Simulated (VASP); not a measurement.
Write the native input for VASP 6.6.1 that does the following.

```yaml
Task: single point
Functional: PBE
Potentials_or_basis: VASP PAW PBE potentials, release 64 (Si, Ge_d)
Cutoff: 520 eV
k_mesh: 12 × 12 × 8
Occupations: gaussian, width 0.1 eV
Spin: no spin polarisation
Dipole_correction: no
Further_INCAR_settings: ALGO = Normal; EDIFF = 1e-06; NBANDS = 33
```

The structure of Si2Ge3 lies in POSCAR:

```
Si2Ge3
1.0
    5.4905166692      0.0000000000      0.0000000000
   -2.7452583346      4.7549269154      0.0000000000
    0.0000000000      0.0000000000      4.6758778000
Si Ge
2 3
Direct
    0.0000000000      0.0000000000      0.0000000000
    0.0000000000      0.0000000000      0.5000000000
    0.5000000000      0.0000000000      0.0000000000
    0.0000000000      0.5000000000      0.0000000000
    0.5000000000      0.5000000000      0.0000000000
```

These files were run (other wordings do the same):

INCAR

```
ALGO     = Normal         # electronic algorithm
EDIFF    = 1E-6           # SCF threshold, eV
ENCUT    = 520            # plane-wave cutoff, eV
GGA      = PE             # functional
ISIF     = 2              # what is computed and relaxed
ISMEAR   = 0              # smearing method
LASPH    = T              # aspherical terms in the spheres
LCHARG   = F              # write CHGCAR
LREAL    = F              # projectors in reciprocal space
LWAVE    = F              # write WAVECAR
NBANDS   = 33             # bands
NELM     = 80             # most SCF steps
PREC     = Accurate       # precision mode
SIGMA    = 0.1            # smearing width, eV
```

KPOINTS

```
k-points
0
Gamma
  12 12 8
```

Potentials or basis: VASP PAW PBE potentials, release 64 (Si, Ge_d).

Command:

```sh
$ cat potpaw_PBE.64/Si/POTCAR potpaw_PBE.64/Ge_d/POTCAR > POTCAR
$ mpirun -np 1 vasp_std > vasp.out
```

It gave:

```
Pressure               : 0.0 GPa
Band gap on the k mesh : zero (band 25 reaches 5.65 eV, above the bottom of band 26 at 3.74 eV)
```

It took 2.7 min on 1 thread of Intel(R) Xeon(R) 6975P-C (Granite Rapids) (shared host), peak memory 0.43 GiB.
